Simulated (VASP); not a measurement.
# MgO (P6_3mc) in VASP: single point with LDA

Aim: the single point of MgO with LDA.

All numbers are computed with VASP 6.6.1; they aren't measurements. Logs are shortened: lines on timing, memory, paths and dates and some standing lists are left out, and cuts for length are marked.

**1. The cell of the first run**

Symmetry: P6_3mc, No. 186, hexagonal system. The conventional cell has a = 3.308 Å, b = 3.308 Å, c = 4.983 Å, α = 90.00°, β = 90.00°, γ = 120.00°. Within 2.6 Å of Mg (site symmetry 3m) lie 4 O at 1.97 to 1.99 Å. Within 2.6 Å of O (site symmetry 3m) lie 4 Mg at 1.97 to 1.99 Å.

**2. Single point, LDA**

File INCAR:

```
  ALGO = Normal
  EDIFF = 1E-6
  ENCUT = 600
  GGA = CA
  GGA_COMPAT = F
  ISIF = 2
  ISMEAR = 0
  LASPH = T
  LCHARG = F
  LREAL = F
  LWAVE = F
  NBANDS = 16
  NELM = 120
  PREC = Accurate
  SIGMA = 0.01
```

File KPOINTS:

```
k-points
0
Gamma
  6 6 4
```

File POSCAR:

```
MgO
1.0
    3.3077869900      0.0000000000      0.0000000000
   -1.6538934900      2.8646275600      0.0000000000
    0.0000000000      0.0000000000      4.9828816700
Mg O
2 2
Direct
    0.3333333333      0.6666666667      0.0021597400
    0.6666666667      0.3333333333      0.5021597400
    0.3333333333      0.6666666667      0.4024402600
    0.6666666667      0.3333333333      0.9024402600
```

Potentials or basis: VASP PAW LDA potentials, release 64 (Mg, O).

On the command line:

```
cat potpaw_LDA.64/Mg/POTCAR potpaw_LDA.64/O/POTCAR > POTCAR
mpirun -np 1 vasp_std > vasp.out
```

OUTCAR:

```text
EDIFF = 1E-6
   ENCUT = 600
   GGA = CA
   ISIF = 2
   ISMEAR = 0
   LASPH = T
   LREAL = F
   NELM = 120
   PREC = Accurate

 ion  position               nearest neighbor table
   1  0.333  0.667  0.002-   4 1.97   4 1.97   4 1.97   3 1.99   2 3.14   2 3.14   2 3.14   2 3.14
                             2 3.14   2 3.14
   2  0.667  0.333  0.502-   3 1.97   3 1.97   3 1.97   4 1.99   1 3.14   1 3.14   1 3.14   1 3.14
                             1 3.14   1 3.14
   3  0.333  0.667  0.402-   2 1.97   2 1.97   2 1.97   1 1.99
   4  0.667  0.333  0.902-   1 1.97   1 1.97   1 1.97   2 1.99

  LATTYP: Found a hexagonal cell.
 ALAT       =     3.3077869900
 C/A-ratio  =     1.5064094771

  Lattice vectors:

 A1 = (   3.3077869900,   0.0000000000,   0.0000000000)
 A2 = (  -1.6538934900,   2.8646275600,   0.0000000000)
 A3 = (   0.0000000000,   0.0000000000,   4.9828816700)

Analysis of symmetry for initial positions (statically):
=====================================================================
 Subroutine PRICEL returns:
 Original cell was already a primitive cell.

 Routine SETGRP: Setting up the symmetry group for a
 hexagonal supercell.

 Subroutine GETGRP returns: Found 12 space group operations
 (whereof  6 operations were pure point group operations)
 out of a pool of 24 trial point group operations.

The static configuration has the point symmetry C_3v.
 The point group associated with its full space group is C_6v.

Analysis of symmetry for dynamics (positions and initial velocities):
=====================================================================
 Subroutine PRICEL returns:
 Original cell was already a primitive cell.

 Routine SETGRP: Setting up the symmetry group for a
 hexagonal supercell.

 Subroutine GETGRP returns: Found 12 space group operations
 (whereof  6 operations were pure point group operations)
 out of a pool of 24 trial point group operations.

The dynamic configuration has the point symmetry C_3v.
 The point group associated with its full space group is C_6v.

 Subroutine INISYM returns: Found 12 space group operations
 (whereof  6 operations are pure point group operations),
 and found     1 'primitive' translations

----------------------------------------------------------------------------------------

                                     Primitive cell

  volume of cell :      47.2157

  direct lattice vectors                    reciprocal lattice vectors
     3.307786990  0.000000000  0.000000000     0.302316928  0.174542759  0.000000000
    -1.653893490  2.864627560  0.000000000     0.000000000  0.349085520  0.000000000
     0.000000000  0.000000000  4.982881670     0.000000000  0.000000000  0.200687086

  length of vectors
     3.307786990  3.307786984  4.982881670     0.349085519  0.349085520  0.200687086

  position of ions in fractional coordinates (direct lattice)
     0.333333333  0.666666667  0.002159740
     0.666666667  0.333333333  0.502159740
     0.333333333  0.666666667  0.402440260
     0.666666667  0.333333333  0.902440260

  ion indices of the primitive-cell ions
   primitive index   ion index
                 1           1
                 2           2
                 3           3
                 4           4

----------------------------------------------------------------------------------------

 KPOINTS: k-points

Automatic generation of k-mesh.
 Grid dimensions read from file:
 generate k-points for:    6    6    4

 Generating k-lattice:

  Cartesian coordinates                     Fractional coordinates (reciprocal lattice)
     0.050386155  0.029090460  0.000000000     0.166666667 -0.000000000  0.000000000
     0.000000000  0.058180920  0.000000000     0.000000000  0.166666667  0.000000000
     0.000000000  0.000000000  0.050171771     0.000000000  0.000000000  0.250000000

  Length of vectors
     0.058180920  0.058180920  0.050171771

  Shift w.r.t. Gamma in fractional coordinates (k-lattice)
     0.000000000  0.000000000  0.000000000

 Subroutine IBZKPT returns following result:
 ===========================================

 Found     21 irreducible k-points:

 Following reciprocal coordinates:
            Coordinates               Weight
  0.000000  0.000000  0.000000      1.000000
  0.166667  0.000000  0.000000      6.000000
  0.333333  0.000000  0.000000      6.000000
  0.500000  0.000000  0.000000      3.000000
  0.166667  0.166667  0.000000      6.000000
  0.333333  0.166667  0.000000     12.000000
[... 13 lines left out ...]
  0.333333  0.166667  0.500000     12.000000
  0.333333  0.333333  0.500000      2.000000
   k-points           NKPTS =     21   k-points in BZ     NKDIM =     21   number of bands    NBANDS=     16
   number of dos      NEDOS =    301   number of ions     NIONS =      4
   total plane-waves  NPLWV =  31360
   dimension x,y,z NGX =    28 NGY =   28 NGZ =   40
   dimension x,y,z NGXF=    56 NGYF=   56 NGZF=   80
   ions per type =               2   2
   NGX,Y,Z   is equivalent  to a cutoff of  14.07, 14.07, 13.35 a.u.
   NGXF,Y,Z  is equivalent  to a cutoff of  28.15, 28.15, 26.69 a.u.
 SYSTEM =  unknown system
   PREC   = accura    normal or accurate (medium, high low for compatibility)
   ISTART =      0    job   : 0-new  1-cont  2-samecut
   ICHARG =      2    charge: 1-file 2-atom 10-const
   ISPIN  =      1    spin polarized calculation?
   LNONCOLLINEAR =      F non collinear calculations
   LSORBIT =      F    spin-orbit coupling
   LASPH  =      T    aspherical Exc in radial PAW
   ENCUT  =  600.0 eV  44.10 Ry    6.64 a.u.   6.61  6.61  9.95*2*pi/ulx,y,z
   NELM   =    120;   NELMIN=  2; NELMDL= -5     # of ELM steps
   EDIFF  = 0.1E-05   stopping-criterion for ELM
   LREAL  =      F    real-space projection
   EDIFFG = 0.1E-04   stopping-criterion for IOM
   NSW    =      0    number of steps for IOM
   IBRION =     -1    ionic relax: 0-MD 1-quasi-New 2-CG
   NFREE  =      0    steps in history (QN), initial steepest desc. (CG)
   ISIF   =      2    stress and relaxation
   ISYM   =      2    0-nonsym 1-usesym 2-fastsym
   POTIM  = 0.5000    time-step for ionic-motion
   TEBEG  =    0.0;   TEEND  =   0.0 temperature during run
   PSTRESS=    0.0 pullay stress
   NELECT =      16.0000    total number of electrons
   NUPDOWN=      -1.0000    fix difference up-down
   EMIN   =  10.00;   EMAX   =-10.00  energy-range for DOS
   EFERMI =   0.00;   METHOD = LEGACY
   ISMEAR =     0;   SIGMA  =   0.01  broadening in eV -4-tet -1-fermi 0-gaus
   EFERMI_NEDOS =   21; number of points for ismear=-14 and -15
   IALGO  =     38    algorithm
   IMIX   =      4    mixing-type and parameters
     AMIX     =   0.40;   BMIX     =  1.00
     AMIX_MAG =   1.60;   BMIX_MAG =  1.00
  volume/ion in A,a.u.               =      11.80        79.66
  Fermi-wavevector in a.u.,A,eV,Ry     =   1.141351  2.156842 17.724080  1.302683
  Thomas-Fermi vector in A             =   2.278052
   LORBIT       =      0    0 simple, 1 ext, 2 COOP (PROOUT), +10 PAW based schemes
   GGA     = CA    functional components
   LHFCALC =     F    Hartree Fock is set to
   AEXX    =    0.0000 exact exchange contribution
   IVDW    =     0    specifies the selected vdW correction
   LEPSILON=     F    determine dielectric tensor
   LRPA    =     F    only Hartree local field effects (RPA)
 non-spin polarized calculation
 Gauss-broadening in eV      SIGMA  =   0.01
  energy-cutoff  :      600.00
  volume of cell :       47.22
 maximum number of plane-waves:      1610
 NGX is ok and might be reduce to    28
   NGX = 13   NGY = 13   NGZ = 19

 number of electron      15.9999997 magnetization

 Free energy of the ion-electron system (eV)
  ---------------------------------------------------
  ext. energy  EPLUGINS =         0.00000000
  ---------------------------------------------------
  free energy    TOTEN  =       -26.23434845 eV

  energy without entropy =      -26.23434845  energy(sigma->0) =      -26.23434845

 E-fermi :   0.9295     XC(G=0): -10.2704

 val. band max:        0.8225964813   @ k =   0.0000   0.0000   0.0000
 cond. band min:       4.1810089460   @ k =   0.0000   0.0000   0.0000
 fundamental gap:      3.3584124647
 Fermi energy:         0.9294799872

 k-point     1 :       0.0000    0.0000    0.0000
  band No.  band energies     occupation
      1     -15.1589      2.00000
      2     -14.2997      2.00000
      3      -2.5287      2.00000
      4       0.0226      2.00000
      5       0.0226      2.00000
      6       0.3709      2.00000
[... 8 lines left out ...]
     15      16.9557      0.00000
     16      16.9557      0.00000

 k-point     2 :       0.1667    0.0000    0.0000
  band No.  band energies     occupation
      1     -15.0180      2.00000
      2     -14.2557      2.00000
      3      -2.2616      2.00000
      4      -0.6637      2.00000
      5      -0.2903      2.00000
      6      -0.1442      2.00000
[... 8 lines left out ...]
     15      16.0665      0.00000
     16      16.3760      0.00000

 k-point     3 :       0.3333    0.0000    0.0000
  band No.  band energies     occupation
      1     -14.6932      2.00000
      2     -14.1961      2.00000
      3      -1.8717      2.00000
      4      -1.5611      2.00000
      5      -1.0721      2.00000
      6      -0.4056      2.00000
[... 8 lines left out ...]
     15      14.9242      0.00000
     16      16.1169      0.00000

 k-point     4 :       0.5000    0.0000    0.0000
  band No.  band energies     occupation
      1     -14.4756      2.00000
      2     -14.2132      2.00000
      3      -2.3567      2.00000
      4      -1.4230      2.00000
      5      -0.9757      2.00000
      6      -0.5189      2.00000
[... 8 lines left out ...]
     15      14.6138      0.00000
     16      16.4773      0.00000

 k-point     5 :       0.1667    0.1667    0.0000
  band No.  band energies     occupation
      1     -14.7835      2.00000
      2     -14.2043      2.00000
      3      -1.7837      2.00000
      4      -1.4255      2.00000
      5      -1.0151      2.00000
      6      -0.2654      2.00000
[... 8 lines left out ...]
     15      14.9900      0.00000
     16      16.3473      0.00000

 k-point     6 :       0.3333    0.1667    0.0000
  band No.  band energies     occupation
      1     -14.4859      2.00000
      2     -14.2051      2.00000
      3      -2.1090      2.00000
      4      -1.3163      2.00000
      5      -1.0138      2.00000
      6      -0.7379      2.00000
[... 8 lines left out ...]
     15      14.4564      0.00000
     16      16.4471      0.00000
[... 210 lines left out ...]
 k-point    18 :       0.5000    0.0000    0.5000
  band No.  band energies     occupation
      1     -14.3350      2.00000
      2     -14.3350      2.00000
      3      -2.3956      2.00000
      4      -2.3956      2.00000
      5      -0.1375      2.00000
      6      -0.1375      2.00000
[... 8 lines left out ...]
     15      15.6480      0.00000
     16      15.6480      0.00000

 k-point    19 :       0.1667    0.1667    0.5000
  band No.  band energies     occupation
      1     -14.4956      2.00000
      2     -14.4956      2.00000
      3      -1.8482      2.00000
      4      -1.8482      2.00000
      5      -0.2778      2.00000
      6      -0.2778      2.00000
[... 8 lines left out ...]
     15      15.7199      0.00000
     16      15.7199      0.00000

 k-point    20 :       0.3333    0.1667    0.5000
  band No.  band energies     occupation
      1     -14.3367      2.00000
      2     -14.3367      2.00000
      3      -2.1651      2.00000
      4      -2.1651      2.00000
      5      -0.6863      2.00000
      6      -0.6863      2.00000
[... 8 lines left out ...]
     15      16.0269      0.00000
     16      16.0269      0.00000

 k-point    21 :       0.3333    0.3333    0.5000
  band No.  band energies     occupation
      1     -14.2838      2.00000
      2     -14.2838      2.00000
      3      -1.8786      2.00000
      4      -1.8786      2.00000
      5      -1.3469      2.00000
      6      -1.3469      2.00000
[... 8 lines left out ...]
     15      16.5272      0.00000
     16      16.5272      0.00000

------------------------ aborting loop because EDIFF is reached ----------------------------------------

  FORCE on cell =-STRESS in cart. coord.  units (eV):
  Direction    XX          YY          ZZ          XY          YZ          ZX
  --------------------------------------------------------------------------------------
  -------------------------------------------------------------------------------------
  Total       -1.7163822     -1.7163821     -1.5078417     -0.0000000      0.0000000      0.0000000
  in kB      -58.2422707    -58.2422705    -51.1658329     -0.0000001      0.0000000      0.0000000
  external PRESSURE =     -55.8834580 kB  Pullay stress =       0.0000000 kB

 VOLUME and BASIS-vectors are now :
 -----------------------------------------------------------------------------
  energy-cutoff  :      600.00
  volume of cell :       47.22
      direct lattice vectors                 reciprocal lattice vectors
     3.307786990  0.000000000  0.000000000     0.302316928  0.174542759  0.000000000
    -1.653893490  2.864627560  0.000000000     0.000000000  0.349085520  0.000000000
     0.000000000  0.000000000  4.982881670     0.000000000  0.000000000  0.200687086

 POSITION                                       TOTAL-FORCE (eV/Angst)
 -----------------------------------------------------------------------------------
      0.00000      1.90975      0.01076        -0.000000      0.000000      0.048396
      1.65389      0.95488      2.50220         0.000000     -0.000000      0.048396
      0.00000      1.90975      2.00531         0.000000      0.000000     -0.048396
      1.65389      0.95488      4.49675        -0.000000      0.000000     -0.048396
 -----------------------------------------------------------------------------------
    total drift:                               -0.000000     -0.000000      0.001573

  FREE ENERGIE OF THE ION-ELECTRON SYSTEM (eV)
  ---------------------------------------------------
  free  energy   TOTEN  =       -26.2343484545 eV

  energy  without entropy=      -26.2343484545  energy(sigma->0) =      -26.23434845
```

Wall time 7.3 s (1 thread of Intel Xeon 6975P-C (Granite Rapids), shared host); peak memory 0.16 GiB.

Results:

* Free energy: -26.2343 eV
* Pressure: -5.6 GPa
* Largest force: 0.048 eV/Å
* Band gap on the k mesh: 3.36 eV, direct

Forces in eV/Å, atoms in the order of the input:
```
Mg   0.000  0.000  0.048
Mg   0.000  0.000  0.048
O    0.000  0.000 -0.048
O    0.000  0.000 -0.048
```

Stress tensor (GPa, compression positive):
```
-5.82  0.00  0.00
 0.00 -5.82  0.00
 0.00  0.00 -5.12
```

Expect the measured gap to be larger: semilocal functionals such as LDA lack the derivative discontinuity.
